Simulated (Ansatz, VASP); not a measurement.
# Two plane-wave programs on Si2Sn5

```xyz
7
Lattice="0.0000 5.8164 5.8164 5.8164 0.0000 5.8164 5.8164 5.8164 0.0000" Properties=species:S:1:pos:R:3 pbc="T T T"
Si    2.9082    2.9082    2.9082
Si    5.8164    5.8164    5.8164
Sn    0.0000    0.0000    0.0000
Sn    4.3597    4.3597    4.3597
Sn    7.2731    7.2731    4.3597
Sn    7.2731    4.3597    7.2731
Sn    4.3597    7.2731    7.2731
```

Alike in both runs: functional PBE; k mesh 3 × 3 × 3; occupations gaussian, width 0.2 eV; no spin polarisation.

Ansatz relaxed the structure, and its values are those at the end. VASP's run is a single point on that final structure, the one shown.

```csv
,VASP,Ansatz
version,VASP 6.6.1,Ansatz 0.2.0
potentials or method,"VASP PAW PBE potentials, release 64 (Si, Sn_d), cutoff 500 eV","scalar-relativistic, plane waves, PAW"
valence electrons in the cell,78,78
```

```csv
,VASP,Ansatz,Ansatz less VASP
gap on the k mesh at the Fermi level (eV),none,none,-
pressure (GPa),0.3,0.3,+0.06
```

A gap of «none» marks a metal or a gap that the smearing closes. With one functional, cell and mesh, what is left measures potentials, basis and numerics.
